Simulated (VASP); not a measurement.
Runs of VASP 6.6.1 on As. The structure is that of space group Fd-3m (No. 227), or close to it. The cells are those of the table. 

| cell | k mesh | gap on the mesh (eV) | pressure (GPa) |
| --- | --- | --- | --- |
| a = 4.219 Å, angles 60.0°, 2 atoms | 15 × 15 × 15 | none | (b) |
| a = 4.275 Å, angles 60.0°, 2 atoms | 10 × 10 × 10 | none | -1.9 |
| a = 4.329 Å, angles 60.0°, 2 atoms | 10 × 10 × 10 | none | -3.5 |
| a = 4.219 Å, angles 60.0°, 2 atoms | 10 × 10 × 10 | none | 0.1 |
| a = 4.043 Å, angles 60.0°, 2 atoms | 10 × 10 × 10 | none | 9.0 |
| a = 4.381 Å, angles 60.0°, 2 atoms | 10 × 10 × 10 | none | (c) |
| a = 4.103 Å, angles 60.0°, 2 atoms | 10 × 10 × 10 | none | (a) |
| a = 4.162 Å, angles 60.0°, 2 atoms | 10 × 10 × 10 | none | 2.5 |

Alike in all rows: task single point; level LDA; potentials or basis VASP PAW LDA potentials, release 64 (As); no spin polarisation; cutoff (eV) 520; smearing fermi-dirac 0.1 eV.

**Question.** Fill in the values left out.

**Answer.** (a) 5.4; (b) 0.2; (c) -4.9.

A k mesh can miss the band edges, and the runs leave out spin-orbit coupling on As.

A gap of «none» marks levels without a gap at the run's occupations.
